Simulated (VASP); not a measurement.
**Ba: relaxation of cell and atoms with LDA**

The system is Ba.

```
Ba
1.0
    -3.43464    3.43464    1.88905
     3.43464   -3.43464    1.88905
     3.43464    3.43464   -1.88905
Ba
2
Direct
  0.62500 0.87500 0.75000
  0.37500 0.12500 0.25000
```

```yaml
Program: VASP 6.6.1
Task: relaxation of cell and atoms
Functional: LDA
Potentials_or_basis: VASP PAW LDA potentials, release 64 (Ba_sv)
Cutoff: 500 eV
k_mesh: 12 × 12 × 12
Occupations: fermi-dirac, width 0.05 eV
Spin: no spin polarisation
Target_pressure: 2.3 GPa
Dipole_correction: no
Further_INCAR_settings: ALGO = Normal; EDIFF = 1e-07; IBRION = 2; EDIFFG = -0.005; NSW = 60; ISIF = 3
```

The relaxed volume is 43.27 Å³/atom and the relaxed cell is a = 5.162 Å, b = 5.162 Å, c = 5.162 Å, α = 97.53°, β = 97.53°, γ = 137.54°. The space group after relaxing (to 0.1 Å) is I4_1/amd (No. 141). The energy change on relaxing (the run minimises the enthalpy) is +16.5 meV/atom. The ionic steps are 5. The pressure after relaxing is 2.3 GPa. The band gap on the k mesh is zero (bands 10 and 11 overlap by 0.63 eV).

The path:
| step | energy change (eV) | largest force (eV/Å) | pressure (GPa) | volume (Å³) |
| --- | --- | --- | --- | --- |
| 1 | 0.0000 | 0.0000 | 1.77 | 89.14 |
| 2 | 0.0229 | 0.0000 | 2.14 | 87.27 |
| 3 | 0.0336 | 0.0000 | 2.30 | 86.49 |
| 4 | 0.0329 | 0.0000 | 2.29 | 86.54 |
| 5 | 0.0330 | 0.0000 | 2.29 | 86.53 |

Final structure:
```cif
data_structure
_symmetry_space_group_name_H-M 'P 1'
_symmetry_Int_Tables_number 1
_cell_length_a 5.1616
_cell_length_b 5.1616
_cell_length_c 5.1616
_cell_angle_alpha 97.534
_cell_angle_beta 97.534
_cell_angle_gamma 137.542
_cell_volume 86.53
loop_
_atom_site_label
_atom_site_type_symbol
_atom_site_fract_x
_atom_site_fract_y
_atom_site_fract_z
_atom_site_occupancy
Ba1 Ba 0.62500 0.87500 0.75000 1
Ba2 Ba 0.37500 0.12500 0.25000 1
```

Levels at points of the mesh, in eV from the Fermi level:
```
           k point  band 6  band 7  band 8  band 9  band 10  band 11  band 12  band 13  band 14
(0.00, 0.00, 0.00)  -13.14  -13.04  -13.04   -2.64    -1.62     0.20     0.32     1.07     3.49
(0.50, 0.00, 0.00)  -13.64  -13.47  -12.97   -0.96    -0.88     0.23     1.14     2.18     2.58
(0.50, 0.50, 0.00)  -13.89  -13.07  -13.07   -0.76    -0.76     0.62     0.62     2.13     2.13
(0.50, 0.50, 0.50)  -13.17  -12.84  -12.84   -0.70    -0.70     1.24     1.24     1.99     1.99
```

Wall time 5.3 min on 1 thread of Intel(R) Xeon(R) 6975P-C (Granite Rapids), on a shared host, peak memory 0.31 GiB.

Caveat: the cell is relaxed towards a set pressure, so the run minimises the enthalpy, not the energy; spin-orbit coupling is left out, which moves the levels of the heavy elements.
